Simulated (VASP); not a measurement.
Here is a VASP 6.6.1 calculation.

INCAR

```
SYSTEM = K8Ta8HO23
  PREC = Accurate
  ENCUT = 520
  EDIFF = 1E-6
  ISMEAR = -1
  SIGMA = 0.05
  LREAL = Auto
  LASPH = .True.
  NELM = 60
  ALGO = Normal
  ISIF = 2
  LWAVE = .False.
  LCHARG = .True.
  GGA = PS
  LELF = .True.
  LVHAR = .True.
  NELECT = 298.0
  ISYM = 0
  NBANDS = 176
```

Contents of KPOINTS:

```
Automatic mesh
0
Gamma
  1 1 1
  0.25 0.25 0.25
```

Contents of POSCAR:

```
K8Ta8HO23
1.0
    7.9708780000      0.0000000000      0.0000000000
    0.0000000000      7.9708780000      0.0000000000
    0.0000000000      0.0000000000      7.9708780000
K Ta O H
8 8 23 1
Direct
    0.9970760000      0.9962960000      0.0001660000
    0.9979150000      0.9971010000      0.4993500000
    0.9972400000      0.5036490000      0.9999300000
    0.9979860000      0.5028100000      0.4998340000
    0.5044360000      0.9964170000      0.9999300000
    0.5036210000      0.9971740000      0.5000180000
    0.5045380000      0.5037610000      0.9997240000
    0.5037310000      0.5029160000      0.5005420000
    0.2479350000      0.2476080000      0.2418390000
    0.2537030000      0.2523880000      0.7578120000
    0.2508390000      0.7471230000      0.2511670000
    0.2509630000      0.7528730000      0.7487690000
    0.7474520000      0.2503280000      0.2512860000
    0.7542100000      0.2499130000      0.7488950000
    0.7507250000      0.7502510000      0.2500770000
    0.7510950000      0.7500120000      0.7499290000
    0.2507250000      0.2500120000      0.9998300000
    0.2506770000      0.7499580000      0.9998780000
    0.2506860000      0.7500150000      0.4998830000
    0.7507080000      0.2498060000      0.9998380000
    0.7507180000      0.2498670000      0.4998510000
    0.7506860000      0.7499040000      0.9998450000
    0.7506740000      0.7498080000      0.4998410000
    0.0046030000      0.2504590000      0.2560650000
    0.0036390000      0.2494220000      0.7435040000
    0.0017040000      0.7501290000      0.2495770000
    0.0011750000      0.7496660000      0.7500680000
    0.4978560000      0.2504980000      0.2561820000
    0.4969030000      0.2494900000      0.7435540000
    0.5002600000      0.7502720000      0.2496200000
    0.4997410000      0.7497900000      0.7501360000
    0.2513770000      0.0038020000      0.2561800000
    0.2500670000      0.0029060000      0.7436460000
    0.2514660000      0.4970370000      0.2562410000
    0.2501380000      0.4961480000      0.7435010000
    0.7510170000      0.0008500000      0.2496140000
    0.7504220000      0.0004040000      0.7500530000
    0.7510970000      0.4994060000      0.2495490000
    0.7505470000      0.4989640000      0.7501770000
    0.2506490000      0.2497900000      0.4998640000
```

Potentials or basis: VASP PAW PBE potentials, release 64 (K_sv, Ta_pv, O, H).

Launch:

```bash
$ cat potpaw_PBE.64/K_sv/POTCAR potpaw_PBE.64/Ta_pv/POTCAR potpaw_PBE.64/O/POTCAR potpaw_PBE.64/H/POTCAR > POTCAR
$ mpirun -np 1 vasp_std > vasp.out
```

What does it give for the largest force?

0.199 eV/Å.

Forces in eV/Å, atoms in the order of the input:
```
K    0.004  0.005 -0.006
K    0.003  0.003  0.007
K   -0.001 -0.005  0.000
K   -0.001 -0.001  0.002
K    0.004 -0.004  0.000
K   -0.004  0.002 -0.003
K    0.000 -0.001  0.005
K   -0.003 -0.003 -0.010
Ta   0.135  0.097  0.106
Ta  -0.137 -0.100 -0.103
Ta   0.013  0.043 -0.010
Ta  -0.019 -0.043  0.008
Ta   0.036  0.001 -0.015
Ta  -0.043 -0.011  0.006
Ta   0.015  0.004 -0.003
Ta  -0.020 -0.013 -0.007
O    0.001  0.000  0.004
O    0.002 -0.001  0.001
O    0.001  0.000  0.001
O    0.001  0.004  0.002
O    0.001  0.004  0.003
O    0.002  0.003  0.003
O    0.002  0.004  0.004
O   -0.095 -0.008  0.011
O    0.034  0.008  0.012
O   -0.012  0.002  0.002
O    0.002  0.005  0.003
O   -0.032 -0.007 -0.014
O    0.096  0.007 -0.007
O    0.002 -0.005  0.000
O    0.015 -0.001  0.000
O   -0.013 -0.089  0.003
O    0.016  0.027  0.008
O   -0.014 -0.027 -0.011
O    0.013  0.087 -0.005
O   -0.001 -0.008  0.001
O    0.004 -0.002  0.002
O   -0.007  0.008  0.003
O   -0.003  0.014 -0.001
H    0.002  0.002 -0.001
```

Caveat: the k points lie up to 0.79 Å⁻¹ apart; the cell carries a net charge on a neutralising background, which shifts energy and pressure; the PAW data sets were made with another functional, which shifts forces and pressure a little.
